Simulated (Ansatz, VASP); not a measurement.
## TiPbO3: VASP beside Ansatz

```
CELL_PARAMETERS angstrom
3.94028 0.00000 0.00000
0.00000 3.94028 0.00000
0.00000 0.00000 3.94028
ATOMIC_POSITIONS crystal
Ti 0.50000 0.50000 0.50000
Pb 0.00000 0.00000 0.00000
O 0.00000 0.50000 0.50000
O 0.50000 0.00000 0.50000
O 0.50000 0.50000 0.00000
```

Alike in both runs: functional revPBE; dispersion D3(BJ); k mesh 6 × 6 × 6; no spin polarisation.

Ansatz relaxed the structure, and its values are those at the end. VASP's run is a single point on that final structure, the one shown.

|  | VASP | Ansatz |
| --- | --- | --- |
| version | VASP 6.6.1 | Ansatz 0.2.0 |
| potentials or method | VASP PAW PBE potentials, release 64 (Ti_sv, Pb_d, O), cutoff 600 eV | plane waves, PAW |
| occupations | gaussian, width 0.01 eV | fixed |
| valence electrons in the cell | 44 | 44 |

```csv
,VASP,Ansatz,Ansatz less VASP
pressure (GPa),0.1,0.0,-0.09
```

VASP's potentials were made for PBE, not for revPBE.

Spin-orbit coupling is off throughout.
